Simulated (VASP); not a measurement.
Crystal: AgI.

```
Ag I
1.0
     4.54570    0.00000    0.00000
    -2.27285    3.93669    0.00000
     0.00000    0.00000    7.43130
Ag I
2 2
Direct
  0.33333 0.66667 0.00245
  0.66667 0.33333 0.50245
  0.33333 0.66667 0.37745
  0.66667 0.33333 0.87745
```

Base run:

```yaml
Program: VASP 6.6.1
Functional: PBE
Potentials_or_basis: VASP PAW PBE potentials, release 64 (Ag, I)
Cutoff: 500 eV
k_mesh: 6 × 6 × 4, shifted
Occupations: gaussian, width 0.02 eV
Spin: no spin polarisation
```

Its results: band gap on the k mesh 1.95 eV; pressure 2.9 GPa; largest force 0.006 eV/Å.

**Question.** The run is repeated on the same cell with these changes: k mesh from 6 × 6 × 4, shifted to 6 × 6 × 4, through Γ; further incar settings from ALGO = Normal; EDIFF = 1e-06; NBANDS = 26; ISYM = 0 to ALGO = Normal; EDIFF = 1e-06; NBANDS = 26. What comes out?

**Answer.** Band gap on the k mesh 1.37 eV; pressure 2.9 GPa; largest force 0.007 eV/Å.

Caveats: spin-orbit coupling is left out, which moves the levels of the heavy elements; a shifted mesh leaves out Γ, where band edges can lie (at least some runs).

A k mesh can miss the band edges.
